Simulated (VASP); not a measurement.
Here is a VASP 6.6.1 calculation.

The input POSCAR:

```
NaIr3
1.0
    4.0488891700      0.0000000000      0.0000000000
    0.0000000000      4.0488891700      0.0000000000
    0.0000000000      0.0000000000      4.0488891700
Ir Na
3 1
Direct
    0.0000000000      0.5000000000      0.5000000000
    0.5000000000      0.0000000000      0.5000000000
    0.5000000000      0.5000000000      0.0000000000
    0.0000000000      0.0000000000      0.0000000000
```

Contents of INCAR.step1:

```
SYSTEM = NaIr3
PREC = Accurate ; ENCUT = 520
ISMEAR = 0 ; SIGMA = 0.0112
LREAL = .FALSE. ; LASPH = .TRUE.
NELM = 100 ; GGA = PE
ALGO = Normal ; EDIFF = 1E-4
LWAVE = .TRUE. ; LCHARG = .FALSE.
```

INCAR.step2

```
SYSTEM = NaIr3
PREC = Accurate ; ENCUT = 520
EDIFF = 1E-6 ; ISMEAR = 0
SIGMA = 0.0112 ; LREAL = .FALSE.
LASPH = .TRUE. ; NELM = 100
ALGO = Normal ; ISIF = 2
LWAVE = .FALSE. ; LCHARG = .FALSE.
METAGGA = R2SCAN ; LMIXTAU = .TRUE.
IBRION = 2 ; NSW = 60
EDIFFG = -0.03 ; ISTART = 1
```

KPOINTS

```
Automatic mesh
0
G
  6 6 6
  0 0 0
```

Potentials or basis: VASP PAW PBE potentials, release 64 (Ir, Na_pv).

The run is started by

```console
$ cat potpaw_PBE.64/Ir/POTCAR potpaw_PBE.64/Na_pv/POTCAR > POTCAR
$ cp INCAR.step1 INCAR
$ mpirun -np 1 vasp_std > vasp.out
$ cp INCAR.step2 INCAR
$ mpirun -np 1 vasp_std > vasp.out
```

Problem. Predict the band gap on the k mesh.

Solution. Zero (bands 17 and 18 overlap by 2.42 eV).

Final structure:
```
Ir Na
1.0
     4.04889    0.00000    0.00000
     0.00000    4.04889    0.00000
     0.00000    0.00000    4.04889
Ir Na
3 1
Direct
  0.00000 0.50000 0.50000
  0.50000 0.00000 0.50000
  0.50000 0.50000 0.00000
  0.00000 0.00000 0.00000
```

Caveat: the relaxation stopped at its first step, so nothing moved; spin-orbit coupling is left out, which moves the levels of the heavy elements.
